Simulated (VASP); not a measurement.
# GaN (P6_3mc) in VASP: a series of runs

The runs below take GaN through single point, relaxation of cell and atoms, with RPBE, r2SCAN+D4, PBE+D3(BJ), PBEsol.

Program: VASP 6.6.1. These are calculated values, not measurements. Logs are shortened: lines on timing, memory, paths and dates and some standing lists are left out, and cuts for length are marked.

**Experimental background.**

From “Studying electronic properties in GaN without electrical contacts using γ-γ vs e−-γ Perturbed Angular Correlations”, 2019, pmc:6823545, for a bulk crystal of GaN: band gap 3.503 ± 0.005 eV (direct).

The runs below are set against these values where they give the same quantity.

## (1) The cell of the first run

The structure is hexagonal, space group P6_3mc (No. 186). Conventional cell: a = 3.244 Å, b = 3.244 Å, c = 5.283 Å, α = 90.00°, β = 90.00°, γ = 120.00°. Within 2.6 Å of Ga (site symmetry 3m) lie 4 N at 1.98 to 1.99 Å. N (site symmetry 3m) has 4 Ga at 1.98 to 1.99 Å within 2.6 Å.

## (2) Single point, RPBE

Contents of INCAR:

```
SYSTEM = GaN
PREC     = Accurate       ! precision mode
ENCUT    = 520            ! plane-wave cutoff, eV
EDIFF    = 1E-7           ! SCF threshold, eV
ISMEAR   = 0              ! smearing method
SIGMA    = 0.01           ! smearing width, eV
LREAL    = .False.        ! projectors in reciprocal space
LASPH    = .True.         ! aspherical terms in the spheres
NELM     = 80             ! most SCF steps
ALGO     = Normal         ! electronic algorithm
ISIF     = 2              ! what is computed and relaxed
LWAVE    = .False.        ! write WAVECAR
LCHARG   = .False.        ! write CHGCAR
GGA      = RP             ! functional
NBANDS   = 26             ! bands
```

Contents of KPOINTS:

```
Automatic mesh
0
Gamma
  12 12 4
  0 0 0
```

Contents of POSCAR:

```
GaN
1.0
    3.2439932071      0.0000000000      0.0000000000
   -1.6219966035      2.8093805270      0.0000000000
    0.0000000000      0.0000000000      5.2827401721
Ga N
2 2
Direct
    0.3333333333      0.6666666667     -0.0009408034
    0.6666666667      0.3333333333      0.4990591966
    0.3333333333      0.6666666667      0.3759408034
    0.6666666667      0.3333333333      0.8759408034
```

Potentials or basis: VASP PAW PBE potentials, release 64 (Ga_d, N).

Launch:

```console
cat potpaw_PBE.64/Ga_d/POTCAR potpaw_PBE.64/N/POTCAR > POTCAR
mpirun -np 1 vasp_std > vasp.out
```

OUTCAR:

```text
SYSTEM = GaN
   PREC = Accurate
   ENCUT = 520
   EDIFF = 1E-7
   ISMEAR = 0
   LREAL = .False.
   LASPH = .True.
   NELM = 80
   ISIF = 2
   GGA = RP

 ion  position               nearest neighbor table
   1  0.333  0.667  0.999-   4 1.98   4 1.98   4 1.98   3 1.99
   2  0.667  0.333  0.499-   3 1.98   3 1.98   3 1.98   4 1.99
   3  0.333  0.667  0.376-   2 1.98   2 1.98   2 1.98   1 1.99
   4  0.667  0.333  0.876-   1 1.98   1 1.98   1 1.98   2 1.99

  LATTYP: Found a hexagonal cell.
 ALAT       =     3.2439932071
 C/A-ratio  =     1.6284683212

  Lattice vectors:

 A1 = (   3.2439932071,   0.0000000000,   0.0000000000)
 A2 = (  -1.6219966035,   2.8093805270,   0.0000000000)
 A3 = (   0.0000000000,   0.0000000000,   5.2827401721)

Analysis of symmetry for initial positions (statically):
=====================================================================
 Subroutine PRICEL returns:
 Original cell was already a primitive cell.

 Routine SETGRP: Setting up the symmetry group for a
 hexagonal supercell.

 Subroutine GETGRP returns: Found 12 space group operations
 (whereof  6 operations were pure point group operations)
 out of a pool of 24 trial point group operations.

The static configuration has the point symmetry C_3v.
 The point group associated with its full space group is C_6v.

Analysis of symmetry for dynamics (positions and initial velocities):
=====================================================================
 Subroutine PRICEL returns:
 Original cell was already a primitive cell.

 Routine SETGRP: Setting up the symmetry group for a
 hexagonal supercell.

 Subroutine GETGRP returns: Found 12 space group operations
 (whereof  6 operations were pure point group operations)
 out of a pool of 24 trial point group operations.

The dynamic configuration has the point symmetry C_3v.
 The point group associated with its full space group is C_6v.

 Subroutine INISYM returns: Found 12 space group operations
 (whereof  6 operations are pure point group operations),
 and found     1 'primitive' translations

----------------------------------------------------------------------------------------

                                     Primitive cell

  volume of cell :      48.1448

  direct lattice vectors                    reciprocal lattice vectors
     3.243993207  0.000000000  0.000000000     0.308262051  0.177975178  0.000000000
    -1.621996603  2.809380527  0.000000000     0.000000000  0.355950356  0.000000000
     0.000000000  0.000000000  5.282740172     0.000000000  0.000000000  0.189295700

  length of vectors
     3.243993207  3.243993207  5.282740172     0.355950356  0.355950356  0.189295700

  position of ions in fractional coordinates (direct lattice)
     0.333333333  0.666666667  0.999059197
     0.666666667  0.333333333  0.499059197
     0.333333333  0.666666667  0.375940803
     0.666666667  0.333333333  0.875940803

  ion indices of the primitive-cell ions
   primitive index   ion index
                 1           1
                 2           2
                 3           3
                 4           4

----------------------------------------------------------------------------------------

 KPOINTS: Automatic mesh

Automatic generation of k-mesh.
 Grid dimensions read from file:
 generate k-points for:   12   12    4

 Generating k-lattice:

  Cartesian coordinates                     Fractional coordinates (reciprocal lattice)
     0.025688504  0.014831265  0.000000000     0.083333333  0.000000000  0.000000000
     0.000000000  0.029662530  0.000000000     0.000000000  0.083333333  0.000000000
     0.000000000  0.000000000  0.047323925     0.000000000  0.000000000  0.250000000

  Length of vectors
     0.029662530  0.029662530  0.047323925

  Shift w.r.t. Gamma in fractional coordinates (k-lattice)
     0.000000000  0.000000000  0.000000000

 Subroutine IBZKPT returns following result:
 ===========================================

 Found     57 irreducible k-points:

 Following reciprocal coordinates:
            Coordinates               Weight
  0.000000  0.000000  0.000000      1.000000
  0.083333 -0.000000  0.000000      6.000000
  0.166667  0.000000  0.000000      6.000000
  0.250000  0.000000  0.000000      6.000000
  0.333333  0.000000  0.000000      6.000000
  0.416667 -0.000000  0.000000      6.000000
[... 16 lines left out ...]
  0.250000  0.000000  0.250000     12.000000
  0.333333  0.000000  0.250000     12.000000
 [... further k-points ...]
   k-points           NKPTS =     57   k-points in BZ     NKDIM =     57   number of bands    NBANDS=     26
   number of dos      NEDOS =    301   number of ions     NIONS =      4
   total plane-waves  NPLWV =  23040
   dimension x,y,z NGX =    24 NGY =   24 NGZ =   40
   dimension x,y,z NGXF=    48 NGYF=   48 NGZF=   80
   ions per type =               2   2
   NGX,Y,Z   is equivalent  to a cutoff of  12.30, 12.30, 12.59 a.u.
   NGXF,Y,Z  is equivalent  to a cutoff of  24.60, 24.60, 25.18 a.u.
 SYSTEM =  GaN
   PREC   = accura    normal or accurate (medium, high low for compatibility)
   ISTART =      0    job   : 0-new  1-cont  2-samecut
   ICHARG =      2    charge: 1-file 2-atom 10-const
   ISPIN  =      1    spin polarized calculation?
   LNONCOLLINEAR =      F non collinear calculations
   LSORBIT =      F    spin-orbit coupling
   LASPH  =      T    aspherical Exc in radial PAW
   ENCUT  =  520.0 eV  38.22 Ry    6.18 a.u.   6.03  6.03  9.82*2*pi/ulx,y,z
   NELM   =     80;   NELMIN=  2; NELMDL= -5     # of ELM steps
   EDIFF  = 0.1E-06   stopping-criterion for ELM
   LREAL  =      F    real-space projection
   EDIFFG = 0.1E-05   stopping-criterion for IOM
   NSW    =      0    number of steps for IOM
   IBRION =     -1    ionic relax: 0-MD 1-quasi-New 2-CG
   NFREE  =      0    steps in history (QN), initial steepest desc. (CG)
   ISIF   =      2    stress and relaxation
   ISYM   =      2    0-nonsym 1-usesym 2-fastsym
   POTIM  = 0.5000    time-step for ionic-motion
   TEBEG  =    0.0;   TEEND  =   0.0 temperature during run
   PSTRESS=    0.0 pullay stress
   NELECT =      36.0000    total number of electrons
   NUPDOWN=      -1.0000    fix difference up-down
   EMIN   =  10.00;   EMAX   =-10.00  energy-range for DOS
   EFERMI =   0.00;   METHOD = LEGACY
   ISMEAR =     0;   SIGMA  =   0.01  broadening in eV -4-tet -1-fermi 0-gaus
   EFERMI_NEDOS =   21; number of points for ismear=-14 and -15
   IALGO  =     38    algorithm
   IMIX   =      4    mixing-type and parameters
     AMIX     =   0.40;   BMIX     =  1.00
     AMIX_MAG =   1.60;   BMIX_MAG =  1.00
  volume/ion in A,a.u.               =      12.04        81.22
  Fermi-wavevector in a.u.,A,eV,Ry     =   1.485910  2.807962 30.040679  2.207928
  Thomas-Fermi vector in A             =   2.599262
   LORBIT       =      0    0 simple, 1 ext, 2 COOP (PROOUT), +10 PAW based schemes
   GGA     = RP    functional components
   LHFCALC =     F    Hartree Fock is set to
   AEXX    =    0.0000 exact exchange contribution
   IVDW    =     0    specifies the selected vdW correction
   LEPSILON=     F    determine dielectric tensor
   LRPA    =     F    only Hartree local field effects (RPA)
 non-spin polarized calculation
 Gauss-broadening in eV      SIGMA  =   0.01
  energy-cutoff  :      520.00
  volume of cell :       48.14
 maximum number of plane-waves:      1320
   NGX = 13   NGY = 13   NGZ = 19

 number of electron      35.9999976 magnetization

 Free energy of the ion-electron system (eV)
  ---------------------------------------------------
  ext. energy  EPLUGINS =         0.00000000
  ---------------------------------------------------
  free energy    TOTEN  =       -22.69307399 eV

  energy without entropy =      -22.69307399  energy(sigma->0) =      -22.69307399

 E-fermi :   5.0225     XC(G=0): -11.1919

 val. band max:        4.9026221959   @ k =   0.0000   0.0000   0.0000
 cond. band min:       6.5234200699   @ k =   0.0000   0.0000   0.0000
 fundamental gap:      1.6207978740
 Fermi energy:         5.0225084973

 k-point     1 :       0.0000    0.0000    0.0000
  band No.  band energies     occupation
      1     -10.6813      2.00000
      2      -9.9398      2.00000
      3      -8.5139      2.00000
      4      -8.5008      2.00000
      5      -8.5008      2.00000
      6      -8.4490      2.00000
[... 18 lines left out ...]
     25      16.2823      0.00000
     26      16.2823      0.00000

 k-point     2 :       0.0833   -0.0000    0.0000
  band No.  band energies     occupation
      1     -10.6213      2.00000
      2      -9.9257      2.00000
      3      -8.5084      2.00000
      4      -8.4922      2.00000
      5      -8.4758      2.00000
      6      -8.4421      2.00000
[... 18 lines left out ...]
     25      15.9484      0.00000
     26      16.4289      0.00000

 k-point     3 :       0.1667    0.0000    0.0000
  band No.  band energies     occupation
      1     -10.4605      2.00000
      2      -9.8916      2.00000
      3      -8.4876      2.00000
      4      -8.4713      2.00000
      5      -8.4263      2.00000
      6      -8.4056      2.00000
[... 18 lines left out ...]
     25      15.9683      0.00000
     26      16.7796      0.00000

 k-point     4 :       0.2500    0.0000    0.0000
  band No.  band energies     occupation
      1     -10.2557      2.00000
      2      -9.8548      2.00000
      3      -8.4661      2.00000
      4      -8.4506      2.00000
      5      -8.3912      2.00000
      6      -8.3626      2.00000
[... 18 lines left out ...]
     25      16.1069      0.00000
     26      17.2485      0.00000
[... 496 lines left out ...]
      1     -10.3319      2.00000
      2      -9.9260      2.00000
      3      -8.4797      2.00000
      4      -8.4646      2.00000
      5      -8.4367      2.00000
      6      -8.4180      2.00000
[... 18 lines left out ...]
     25      15.4565      0.00000
     26      16.3850      0.00000

 k-point    23 :       0.2500    0.0000    0.2500
  band No.  band energies     occupation
      1     -10.1567      2.00000
      2      -9.8741      2.00000
      3      -8.4642      2.00000
      4      -8.4385      2.00000
      5      -8.4119      2.00000
      6      -8.3761      2.00000
[... 18 lines left out ...]
     25      15.5941      0.00000
     26      16.9133      0.00000

 k-point    24 :       0.3333    0.0000    0.2500
  band No.  band energies     occupation
      1     -10.0123      2.00000
      2      -9.8358      2.00000
      3      -8.4591      2.00000
      4      -8.4216      2.00000
      5      -8.3946      2.00000
      6      -8.3365      2.00000
[... 18 lines left out ...]
     25      15.6861      0.00000
     26      17.4578      0.00000

 [... further k-points ...]

------------------------ aborting loop because EDIFF is reached ----------------------------------------

  FORCE on cell =-STRESS in cart. coord.  units (eV):
  Direction    XX          YY          ZZ          XY          YZ          ZX
  --------------------------------------------------------------------------------------
  -------------------------------------------------------------------------------------
  Total       -0.0287889     -0.0287889     -0.0139200     -0.0000000      0.0000000      0.0000000
  in kB       -0.9580448     -0.9580448     -0.4632329     -0.0000000      0.0000000      0.0000000
  external PRESSURE =      -0.7931075 kB  Pullay stress =       0.0000000 kB

 VOLUME and BASIS-vectors are now :
 -----------------------------------------------------------------------------
  energy-cutoff  :      520.00
  volume of cell :       48.14
      direct lattice vectors                 reciprocal lattice vectors
     3.243993207  0.000000000  0.000000000     0.308262051  0.177975178  0.000000000
    -1.621996603  2.809380527  0.000000000     0.000000000  0.355950356  0.000000000
     0.000000000  0.000000000  5.282740172     0.000000000  0.000000000  0.189295700

 POSITION                                       TOTAL-FORCE (eV/Angst)
 -----------------------------------------------------------------------------------
     -0.00000      1.87292      5.27777        -0.000000     -0.000000     -0.000896
      1.62200      0.93646      2.63640         0.000000      0.000000     -0.000896
     -0.00000      1.87292      1.98600         0.000000     -0.000000      0.000896
      1.62200      0.93646      4.62737        -0.000000      0.000000      0.000896
 -----------------------------------------------------------------------------------
    total drift:                               -0.000001     -0.000001     -0.000836

  FREE ENERGIE OF THE ION-ELECTRON SYSTEM (eV)
  ---------------------------------------------------
  free  energy   TOTEN  =       -22.6930739888 eV

  energy  without entropy=      -22.6930739888  energy(sigma->0) =      -22.69307399
```

Run time: 77 s. Hardware: 1 thread of AMD EPYC 7R43 (Zen 3), shared host; peak memory 0.16 GiB.

What came out:

- Free energy: -22.6931 eV
- Pressure: -0.1 GPa
- Band gap on the k mesh: 1.62 eV, direct

Levels at points of the mesh, in eV from the valence-band top:
| k point | band 16 | band 17 | band 18 | band 19 | band 20 | band 21 |
| --- | --- | --- | --- | --- | --- | --- |
| (0.00, 0.00, 0.00) | -0.03 | 0.00 | 0.00 | 1.62 | 3.99 | 9.00 |
| (0.50, 0.00, 0.00) | -2.55 | -2.03 | -0.93 | 5.00 | 5.29 | 6.02 |
| (0.00, 0.00, 0.50) | -0.50 | -0.50 | -0.50 | 3.98 | 3.98 | 8.28 |
| (0.50, 0.00, 0.50) | -1.81 | -1.77 | -1.77 | 4.32 | 4.32 | 7.51 |

Caveat: the PAW data sets were made with another functional, which shifts forces and pressure a little.

## (3) Single point, r2SCAN+D4

This run uses another cell than the first one, of 11.25 Å³/atom, 0.935 times its volume.

Contents of POSCAR:

```
GaN
1.0
    3.1721935144      0.0000000000      0.0000000000
   -1.5860967572      2.7472001692      0.0000000000
    0.0000000000      0.0000000000      5.1660071114
Ga N
2 2
Direct
    0.3333333333      0.6666666667     -0.0008557501
    0.6666666667      0.3333333333      0.4991442499
    0.3333333333      0.6666666667      0.3758557501
    0.6666666667      0.3333333333      0.8758557501
```

Contents of INCAR.step1:

```
PREC = Accurate ; ENCUT = 520
ISMEAR = 0 ; SIGMA = 0.01
LREAL = False ; LASPH = True
NELM = 100 ; NBANDS = 26
GGA = PE ; ALGO = Normal
EDIFF = 1E-4 ; LWAVE = True
LCHARG = False
```

Contents of INCAR.step2:

```
PREC = Accurate ; ENCUT = 520
EDIFF = 1E-6 ; ISMEAR = 0
SIGMA = 0.01 ; LREAL = False
LASPH = True ; NELM = 100
ALGO = Normal ; ISIF = 2
LWAVE = False ; LCHARG = False
METAGGA = R2SCAN ; LMIXTAU = True
IVDW = 13 ; VDW_S6 = 1.0
VDW_S8 = 0.6018749 ; VDW_A1 = 0.51559235
VDW_A2 = 5.77342911 ; NBANDS = 26
ISTART = 1
```

Contents of KPOINTS:

```
regular mesh
0
Gamma
  12 12 4
```

Potentials or basis: VASP PAW PBE potentials, release 64 (Ga_d, N).

Launch:

```console
cat potpaw_PBE.64/Ga_d/POTCAR potpaw_PBE.64/N/POTCAR > POTCAR
cp INCAR.step1 INCAR
mpirun -np 1 vasp_std > vasp.out
cp INCAR.step2 INCAR
mpirun -np 1 vasp_std > vasp.out
```

Run time: 4.3 min. Hardware: 1 thread of AMD EPYC 7R43 (Zen 3), shared host; peak memory 0.17 GiB.

It converged, with:

```yaml
Free_energy: -44.4062 eV
Pressure: 1.1 GPa
Band_gap_on_the_k_mesh: 2.41 eV, direct
Dispersion_energy_per_atom: -0.148 eV
```

Forces in eV/Å, atoms in the order of the input:
```
Ga   0.000  0.000  0.003
Ga   0.000  0.000  0.003
N    0.000  0.000 -0.003
N    0.000  0.000 -0.003
```

Stress tensor (GPa, compression positive):
```
1.21 0.00 0.00
0.00 1.21 0.00
0.00 0.00 1.03
```

Levels at points of the mesh, in eV from the valence-band top:
| k point | band 14 | band 15 | band 16 | band 17 | band 18 | band 19 | band 20 | band 21 | band 22 | band 23 |
| --- | --- | --- | --- | --- | --- | --- | --- | --- | --- | --- |
| (0.00, 0.00, 0.00) | -1.08 | -1.08 | -0.04 | 0.00 | 0.00 | 2.41 | 4.88 | 10.02 | 10.65 | 10.65 |
| (0.50, 0.00, 0.00) | -5.43 | -4.35 | -2.87 | -2.27 | -1.05 | 5.61 | 6.18 | 6.58 | 9.44 | 11.12 |
| (0.00, 0.00, 0.50) | -3.95 | -0.55 | -0.55 | -0.55 | -0.55 | 4.84 | 4.84 | 9.24 | 9.24 | 11.17 |
| (0.50, 0.00, 0.50) | -6.78 | -2.03 | -2.03 | -1.98 | -1.98 | 4.93 | 4.93 | 8.49 | 8.49 | 10.83 |

Caveat: the PAW data sets were made with another functional, which shifts forces and pressure a little.

[end of part 1 of 2]
